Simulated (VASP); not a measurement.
Si17O32 (a cell with a defect), 49 atoms in the cell. The cell holds a defect, 49 atoms: a = 8.389 Å, b = 8.389 Å, c = 5.357 Å, α = 90.00°, β = 90.00°, γ = 90.00°. 

| Quantity | Value |
| --- | --- |
| Program | VASP 6.6.1 |
| Task | single point |
| Functional | PBEsol |
| Potentials or basis | VASP PAW PBE potentials, release 64 (Si, O) |
| Cutoff | 520 eV |
| k mesh | 1 × 1 × 1, shifted |
| Occupations | methfessel-paxton, width 0.05 eV |
| Spin | collinear spin |
| Dipole correction | no |
| Charge | 1 |
| Further INCAR settings | LREAL = Auto; ALGO = Normal; EDIFF = 1e-06; NBANDS = 164; ISYM = -1; NELECT = 259.0 |

Potentials or basis: VASP PAW PBE potentials, release 64 (Si, O).

Launch:

```sh
$ cat potpaw_PBE.64/Si/POTCAR potpaw_PBE.64/O/POTCAR > POTCAR
$ mpirun -np 1 vasp_std > vasp.out
```

Hardware: 1 thread of Intel(R) Xeon(R) 6975P-C (Granite Rapids), on a shared host.

How long does it take, and how much memory?

Run time: 3.7 min on 1 thread of Intel(R) Xeon(R) 6975P-C (Granite Rapids), on a shared host, peak memory 0.54 GiB. Counts: scf iterations 17, k points 1.
